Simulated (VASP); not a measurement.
# CsO (Immm) in VASP: a series of runs

Runs on CsO. Level: LDA. Tasks: single point.

Everything below comes from runs of VASP 6.6.1. Logs are shortened: lines on timing, memory, paths and dates and some standing lists are left out, and cuts for length are marked.

## 1. The cell of the first run

It takes space group Immm (No. 71, orthorhombic). Conventional cell: a = 4.430 Å, b = 6.591 Å, c = 7.705 Å, α = 90.00°, β = 90.00°, γ = 90.00°. Cs (site symmetry mm2) has 6 O at 3.04 to 3.16 Å and 6 Cs at 3.85 to 3.97 Å within 4.0 Å. Within 2.1 Å of O (site symmetry m2m) lie 1 O at 1.58 Å.

## 2. Single point, LDA (strain +0.025 along x and y, +0.025 along z)

Contents of INCAR:

```
SYSTEM = CsO
  PREC = Accurate
  ENCUT = 520
  EDIFF = 1E-7
  ISMEAR = 0
  SIGMA = 0.05
  LREAL = .False.
  LASPH = .True.
  NELM = 100
  ALGO = Normal
  ISIF = 2
  LWAVE = .False.
  LCHARG = .True.
  LELF = .True.
  LVHAR = .True.
  NBANDS = 23
```

Contents of KPOINTS:

```
Automatic mesh
0
Gamma
  8 8 8
  0 0 0
```

Contents of POSCAR:

```
CsO
1.0
   -2.2150250000      3.2953750000      3.8524625000
    2.2150250000     -3.2953750000      3.8524625000
    2.2150250000      3.2953750000     -3.8524625000
Cs O
2 2
Direct
    0.2500000000      0.2500000000      0.0000000000
    0.7500000000      0.7500000000      0.0000000000
    0.6200000000      0.0000000000      0.6200000000
    0.3800000000      0.0000000000      0.3800000000
```

Potentials or basis: VASP PAW LDA potentials, release 64 (Cs_sv, O).

Started as:

```console
$ cat potpaw_LDA.64/Cs_sv/POTCAR potpaw_LDA.64/O/POTCAR > POTCAR
$ mpirun -np 1 vasp_std > vasp.out
```

OUTCAR:

```text
SYSTEM = CsO
   PREC = Accurate
   ENCUT = 520
   EDIFF = 1E-7
   ISMEAR = 0
   LREAL = .False.
   LASPH = .True.
   NELM = 100
   ISIF = 2

 ion  position               nearest neighbor table
   1  0.250  0.250  0.000-
   2  0.750  0.750  0.000-
   3  0.620  0.000  0.620-   4 1.58
   4  0.380  0.000  0.380-   3 1.58

  LATTYP: Found a body centered orthorhombic cell.
 ALAT       =     4.4300500000
 B/A-ratio  =     1.4877371587
 C/A-ratio  =     1.7392410921

  Lattice vectors:

 A1 = (  -2.2150250000,   3.2953750000,   3.8524625000)
 A2 = (   2.2150250000,  -3.2953750000,   3.8524625000)
 A3 = (   2.2150250000,   3.2953750000,  -3.8524625000)

Analysis of symmetry for initial positions (statically):
=====================================================================
 Subroutine PRICEL returns:
 Original cell was already a primitive cell.

 Routine SETGRP: Setting up the symmetry group for a
 body centered orthorhombic supercell.

 Subroutine GETGRP returns: Found  8 space group operations
 (whereof  8 operations were pure point group operations)
 out of a pool of  8 trial point group operations.

The static configuration has the point symmetry D_2h.

Analysis of symmetry for dynamics (positions and initial velocities):
=====================================================================
 Subroutine PRICEL returns:
 Original cell was already a primitive cell.

 Routine SETGRP: Setting up the symmetry group for a
 body centered orthorhombic supercell.

 Subroutine GETGRP returns: Found  8 space group operations
 (whereof  8 operations were pure point group operations)
 out of a pool of  8 trial point group operations.

The dynamic configuration has the point symmetry D_2h.

 Subroutine INISYM returns: Found  8 space group operations
 (whereof  8 operations are pure point group operations),
 and found     1 'primitive' translations

----------------------------------------------------------------------------------------

                                     Primitive cell

  volume of cell :     112.4817

  direct lattice vectors                    reciprocal lattice vectors
    -2.215025000  3.295375000  3.852462500     0.000000000  0.151727800  0.129787117
     2.215025000 -3.295375000  3.852462500     0.225731087  0.000000000  0.129787117
     2.215025000  3.295375000 -3.852462500     0.225731087  0.151727800  0.000000000

  length of vectors
     5.532386416  5.532386416  5.532386416     0.199664772  0.260382832  0.271985016

  position of ions in fractional coordinates (direct lattice)
     0.250000000  0.250000000  0.000000000
     0.750000000  0.750000000  0.000000000
     0.620000000  0.000000000  0.620000000
     0.380000000  0.000000000  0.380000000

  ion indices of the primitive-cell ions
   primitive index   ion index
                 1           1
                 2           2
                 3           3
                 4           4

----------------------------------------------------------------------------------------

 KPOINTS: Automatic mesh

Automatic generation of k-mesh.
 Grid dimensions read from file:
 generate k-points for:    8    8    8

 Generating k-lattice:

  Cartesian coordinates                     Fractional coordinates (reciprocal lattice)
     0.000000000  0.018965975  0.016223390     0.125000000  0.000000000  0.000000000
     0.028216386  0.000000000  0.016223390     0.000000000  0.125000000  0.000000000
     0.028216386  0.018965975  0.000000000     0.000000000  0.000000000  0.125000000

  Length of vectors
     0.024958096  0.032547854  0.033998127

  Shift w.r.t. Gamma in fractional coordinates (k-lattice)
     0.000000000  0.000000000  0.000000000

 Subroutine IBZKPT returns following result:
 ===========================================

 Found     95 irreducible k-points:

 Following reciprocal coordinates:
            Coordinates               Weight
  0.000000  0.000000  0.000000      1.000000
  0.125000  0.000000 -0.000000      4.000000
  0.250000  0.000000 -0.000000      4.000000
  0.375000  0.000000  0.000000      4.000000
  0.500000  0.000000 -0.000000      2.000000
  0.000000  0.125000 -0.000000      4.000000
[... 16 lines left out ...]
  0.125000  0.375000 -0.000000      8.000000
  0.250000  0.375000 -0.000000      8.000000
 [... further k-points ...]
   k-points           NKPTS =     95   k-points in BZ     NKDIM =     95   number of bands    NBANDS=     23
   number of dos      NEDOS =    301   number of ions     NIONS =      4
   total plane-waves  NPLWV =  74088
   dimension x,y,z NGX =    42 NGY =   42 NGZ =   42
   dimension x,y,z NGXF=    84 NGYF=   84 NGZF=   84
   ions per type =               2   2
   NGX,Y,Z   is equivalent  to a cutoff of  12.62, 12.62, 12.62 a.u.
   NGXF,Y,Z  is equivalent  to a cutoff of  25.24, 25.24, 25.24 a.u.
 SYSTEM =  CsO
   PREC   = accura    normal or accurate (medium, high low for compatibility)
   ISTART =      0    job   : 0-new  1-cont  2-samecut
   ICHARG =      2    charge: 1-file 2-atom 10-const
   ISPIN  =      1    spin polarized calculation?
   LNONCOLLINEAR =      F non collinear calculations
   LSORBIT =      F    spin-orbit coupling
   LASPH  =      T    aspherical Exc in radial PAW
   ENCUT  =  520.0 eV  38.22 Ry    6.18 a.u.  10.29 10.29 10.29*2*pi/ulx,y,z
   NELM   =    100;   NELMIN=  2; NELMDL= -5     # of ELM steps
   EDIFF  = 0.1E-06   stopping-criterion for ELM
   LREAL  =      F    real-space projection
   EDIFFG = 0.1E-05   stopping-criterion for IOM
   NSW    =      0    number of steps for IOM
   IBRION =     -1    ionic relax: 0-MD 1-quasi-New 2-CG
   NFREE  =      0    steps in history (QN), initial steepest desc. (CG)
   ISIF   =      2    stress and relaxation
   ISYM   =      2    0-nonsym 1-usesym 2-fastsym
   POTIM  = 0.5000    time-step for ionic-motion
   TEBEG  =    0.0;   TEEND  =   0.0 temperature during run
   PSTRESS=    0.0 pullay stress
   NELECT =      30.0000    total number of electrons
   NUPDOWN=      -1.0000    fix difference up-down
   EMIN   =  10.00;   EMAX   =-10.00  energy-range for DOS
   EFERMI =   0.00;   METHOD = LEGACY
   ISMEAR =     0;   SIGMA  =   0.05  broadening in eV -4-tet -1-fermi 0-gaus
   EFERMI_NEDOS =   21; number of points for ismear=-14 and -15
   IALGO  =     38    algorithm
   IMIX   =      4    mixing-type and parameters
     AMIX     =   0.40;   BMIX     =  1.00
     AMIX_MAG =   1.60;   BMIX_MAG =  1.00
  volume/ion in A,a.u.               =      28.12       189.77
  Fermi-wavevector in a.u.,A,eV,Ry     =   1.053791  1.991377 15.108945  1.110476
  Thomas-Fermi vector in A             =   2.188927
   LORBIT       =      0    0 simple, 1 ext, 2 COOP (PROOUT), +10 PAW based schemes
   GGA     = CA    functional components
   LHFCALC =     F    Hartree Fock is set to
   AEXX    =    0.0000 exact exchange contribution
   IVDW    =     0    specifies the selected vdW correction
   LEPSILON=     F    determine dielectric tensor
   LRPA    =     F    only Hartree local field effects (RPA)
 non-spin polarized calculation
 Gauss-broadening in eV      SIGMA  =   0.05
  energy-cutoff  :      520.00
  volume of cell :      112.48
 maximum number of plane-waves:      3051
 NGX is ok and might be reduce to    42
   NGX = 21   NGY = 21   NGZ = 21

 number of electron      30.0000001 magnetization

 Free energy of the ion-electron system (eV)
  ---------------------------------------------------
  ext. energy  EPLUGINS =         0.00000000
  ---------------------------------------------------
  free energy    TOTEN  =       -17.65041741 eV

  energy without entropy =      -17.65041741  energy(sigma->0) =      -17.65041741

 E-fermi :   1.9415     XC(G=0):  -8.5922

 val. band max:        1.6893865093   @ k =   0.0000   0.0000   0.0000
 cond. band min:       3.1403941002   @ k =   0.1250  -0.1250   0.1250
 fundamental gap:      1.4510075909
 Fermi energy:         1.9414835825

 k-point     1 :       0.0000    0.0000    0.0000
  band No.  band energies     occupation
      1     -20.2022      2.00000
      2     -19.7559      2.00000
      3     -17.3095      2.00000
      4     -12.4189      2.00000
      5      -7.4673      2.00000
      6      -7.3128      2.00000
[... 15 lines left out ...]
     22       7.7045      0.00000
     23       8.1811      0.00000

 k-point     2 :       0.1250    0.0000   -0.0000
  band No.  band energies     occupation
      1     -20.1839      2.00000
      2     -19.7708      2.00000
      3     -17.3191      2.00000
      4     -12.4226      2.00000
      5      -7.4200      2.00000
      6      -7.2681      2.00000
[... 15 lines left out ...]
     22       7.7034      0.00000
     23       8.0882      0.00000

 k-point     3 :       0.2500    0.0000   -0.0000
  band No.  band energies     occupation
      1     -20.1323      2.00000
      2     -19.8141      2.00000
      3     -17.3423      2.00000
      4     -12.4306      2.00000
      5      -7.3056      2.00000
      6      -7.1346      2.00000
[... 15 lines left out ...]
     22       7.6999      0.00000
     23       7.9055      0.00000

 k-point     4 :       0.3750    0.0000    0.0000
  band No.  band energies     occupation
      1     -20.0575      2.00000
      2     -19.8807      2.00000
      3     -17.3656      2.00000
      4     -12.4375      2.00000
      5      -7.1501      2.00000
      6      -6.9621      2.00000
[... 15 lines left out ...]
     22       7.6954      0.00000
     23       7.8006      0.00000

 k-point     5 :       0.5000    0.0000   -0.0000
  band No.  band energies     occupation
      1     -19.9902      2.00000
      2     -19.9445      2.00000
      3     -17.3753      2.00000
      4     -12.4399      2.00000
      5      -6.9638      2.00000
      6      -6.9636      2.00000
[... 15 lines left out ...]
     22       7.8609      0.00000
     23       7.8681      0.00000

 k-point     6 :       0.0000    0.1250   -0.0000
  band No.  band energies     occupation
      1     -20.1729      2.00000
      2     -19.7651      2.00000
      3     -17.3297      2.00000
      4     -12.4219      2.00000
      5      -7.4104      2.00000
      6      -7.3211      2.00000
[... 15 lines left out ...]
     22       7.3551      0.00000
     23       8.3584      0.00000

 k-point     7 :       0.1250    0.1250   -0.0000
  band No.  band energies     occupation
      1     -20.1408      2.00000
      2     -19.7911      2.00000
      3     -17.3453      2.00000
      4     -12.4310      2.00000
      5      -7.3782      2.00000
      6      -7.1987      2.00000
[... 353 lines left out ...]
     22       7.3526      0.00000
     23       7.7980      0.00000

 k-point    21 :      -0.1250    0.2500   -0.0000
  band No.  band energies     occupation
      1     -20.1085      2.00000
      2     -19.7811      2.00000
      3     -17.3769      2.00000
      4     -12.4194      2.00000
      5      -7.4144      2.00000
      6      -7.2982      2.00000
[... 15 lines left out ...]
     22       7.1985      0.00000
     23       8.5656      0.00000

 k-point    22 :       0.0000    0.3750    0.0000
  band No.  band energies     occupation
      1     -19.9961      2.00000
      2     -19.8372      2.00000
      3     -17.4378      2.00000
      4     -12.4355      2.00000
      5      -7.2061      2.00000
      6      -7.1364      2.00000
[... 15 lines left out ...]
     22       7.6430      0.00000
     23       8.2831      0.00000

 k-point    23 :       0.1250    0.3750   -0.0000
  band No.  band energies     occupation
      1     -19.9589      2.00000
      2     -19.8685      2.00000
      3     -17.4499      2.00000
      4     -12.4389      2.00000
      5      -7.3238      2.00000
      6      -7.0346      2.00000
[... 15 lines left out ...]
     22       8.0951      0.00000
     23       8.1628      0.00000

 k-point    24 :       0.2500    0.3750   -0.0000
  band No.  band energies     occupation
      1     -19.9151      2.00000
      2     -19.9065      2.00000
      3     -17.4619      2.00000
      4     -12.4342      2.00000
      5      -7.4507      2.00000
      6      -7.2342      2.00000
[... 15 lines left out ...]
     22       8.2516      0.00000
     23       8.5807      0.00000

 [... further k-points ...]
[... 5 lines left out ...]
  --------------------------------------------------------------------------------------
  -------------------------------------------------------------------------------------
  Total       -2.7528433     -4.7832942     -3.1767825      0.0000000      0.0000000      0.0000000
  in kB      -39.2112046    -68.1327297    -45.2497494      0.0000000      0.0000000      0.0000000
  external PRESSURE =     -50.8645613 kB  Pullay stress =       0.0000000 kB

 VOLUME and BASIS-vectors are now :
 -----------------------------------------------------------------------------
  energy-cutoff  :      520.00
  volume of cell :      112.48
      direct lattice vectors                 reciprocal lattice vectors
    -2.215025000  3.295375000  3.852462500     0.000000000  0.151727800  0.129787117
     2.215025000 -3.295375000  3.852462500     0.225731087  0.000000000  0.129787117
     2.215025000  3.295375000 -3.852462500     0.225731087  0.151727800  0.000000000

 POSITION                                       TOTAL-FORCE (eV/Angst)
 -----------------------------------------------------------------------------------
      0.00000      0.00000      1.92623         0.000000     -0.000000      0.355358
      0.00000      0.00000      5.77869        -0.000000     -0.000000     -0.355358
      0.00000      4.08626      0.00000         0.000000     -1.561510      0.000000
      0.00000      2.50449      0.00000        -0.000000      1.561510     -0.000000
 -----------------------------------------------------------------------------------
    total drift:                               -0.000000     -0.000000      0.000000

  FREE ENERGIE OF THE ION-ELECTRON SYSTEM (eV)
  ---------------------------------------------------
  free  energy   TOTEN  =       -17.6504174118 eV

  energy  without entropy=      -17.6504174118  energy(sigma->0) =      -17.65041741
```

Run time: 1.9 min. Hardware: 1 thread of Intel Xeon 6975P-C (Granite Rapids), shared host; peak memory 0.35 GiB.

Results:

| Quantity | Value |
| --- | --- |
| Free energy | -17.6504 eV |
| Pressure | -5.1 GPa |
| Largest force | 1.562 eV/Å |
| Band gap on the k mesh | 1.45 eV (least direct gap 1.57 eV) |

Forces on the atoms (eV/Å):
```
Cs   0.000  0.000  0.355
Cs   0.000  0.000 -0.355
O    0.000 -1.562  0.000
O    0.000  1.562  0.000
```

Levels at points of the mesh, in eV from the valence-band top:
| k point | band 12 | band 13 | band 14 | band 15 | band 16 | band 17 | band 18 | band 19 |
| --- | --- | --- | --- | --- | --- | --- | --- | --- |
| (0.00, 0.00, 0.00) | -3.34 | -3.30 | -0.58 | 0.00 | 1.63 | 1.87 | 2.99 | 4.13 |
| (0.50, 0.00, 0.00) | -3.29 | -3.16 | -0.41 | -0.39 | 2.20 | 3.33 | 3.72 | 4.72 |
| (0.00, 0.50, 0.00) | -3.02 | -2.94 | -0.65 | -0.34 | 2.73 | 2.77 | 4.77 | 5.15 |
| (0.50, 0.50, 0.00) | -3.10 | -2.94 | -0.68 | -0.61 | 2.43 | 2.93 | 3.16 | 4.30 |
| (0.50, 0.50, 0.50) | -3.48 | -3.03 | -0.51 | -0.33 | 2.05 | 2.86 | 3.56 | 3.88 |

Caveat: the cell differs from its parent crystal (strain +0.025 along x and y, +0.025 along z); the cell stands under tension; spin-orbit coupling is left out, which moves the levels of the heavy elements; forces of over 1 eV/Å act on the atoms, so gaps and moduli don't describe the material at rest.

## 3. Single point, LDA (strain +0.050 along x and y, +0.000 along z)

Contents of INCAR:

```
SYSTEM = CsO
ALGO     = Normal         ! electronic algorithm
EDIFF    = 1E-6           ! SCF threshold, eV
ENCUT    = 520            ! plane-wave cutoff, eV
GGA      = CA             ! functional
ISIF     = 2              ! what is computed and relaxed
ISMEAR   = 0              ! smearing method
LASPH    = .True.         ! aspherical terms in the spheres
LCHARG   = .False.        ! write CHGCAR
LREAL    = .False.        ! projectors in reciprocal space
LWAVE    = .False.        ! write WAVECAR
NBANDS   = 23             ! bands
NELM     = 100            ! most SCF steps
PREC     = Accurate       ! precision mode
SIGMA    = 0.05           ! smearing width, eV
```

Contents of KPOINTS:

```
k-points
0
Gamma
  8 8 8
  0 0 0
```

Contents of POSCAR:

```
CsO
1.0
   -2.2690500000      3.3757500000      3.7585000000
    2.2690500000     -3.3757500000      3.7585000000
    2.2690500000      3.3757500000     -3.7585000000
Cs O
2 2
Direct
    0.2500000000      0.2500000000      0.0000000000
    0.7500000000      0.7500000000      0.0000000000
    0.6200000000      0.0000000000      0.6200000000
    0.3800000000      0.0000000000      0.3800000000
```

Potentials or basis: VASP PAW LDA potentials, release 64 (Cs_sv, O).

Started as:

```console
$ cat potpaw_LDA.64/Cs_sv/POTCAR potpaw_LDA.64/O/POTCAR > POTCAR
$ mpirun -np 1 vasp_std > vasp.out
```

It took 1.8 min on 1 thread of Intel Xeon 6975P-C (Granite Rapids), shared host; peak memory 0.35 GiB.

The run converged. Its results:

| Item | Value |
| --- | --- |
| Free energy | -17.5211 eV |
| Pressure | -5.5 GPa |
| Largest force | 1.945 eV/Å |
| Band gap on the k mesh | 1.43 eV (least direct gap 1.54 eV) |

Forces on the atoms (eV/Å):
```
Cs   0.000  0.000  0.357
Cs   0.000  0.000 -0.357
O    0.000 -1.945  0.000
O    0.000  1.945  0.000
```

Stress tensor (GPa, compression positive):
```
-4.59  0.00  0.00
 0.00 -8.27  0.00
 0.00  0.00 -3.66
```

Levels at points of the mesh, in eV from the valence-band top:
```
           k point  band 11  band 12  band 13  band 14  band 15  band 16  band 17  band 18  band 19  band 20
(0.00, 0.00, 0.00)    -4.64    -3.11    -3.07    -0.60     0.00     1.69     1.72     3.13     4.54     4.65
(0.50, 0.00, 0.00)    -4.55    -3.06    -2.92    -0.43    -0.36     2.16     3.23     3.98     4.66     5.45
(0.00, 0.50, 0.00)    -4.54    -2.76    -2.71    -0.59    -0.33     2.46     2.81     4.75     5.24     5.31
(0.50, 0.50, 0.00)    -4.55    -2.88    -2.67    -0.63    -0.57     2.27     2.94     3.24     4.55     4.62
(0.50, 0.50, 0.50)    -4.55    -3.24    -2.80    -0.42    -0.34     2.24     2.55     3.85     3.85     4.90
```

Caveat: the cell differs from its parent crystal (strain +0.050 along x and y, +0.000 along z); the cell stands under tension; spin-orbit coupling is left out, which moves the levels of the heavy elements; forces of over 1 eV/Å act on the atoms, so gaps and moduli don't describe the material at rest. A k mesh can miss the band edges.

[end of part 1 of 2]
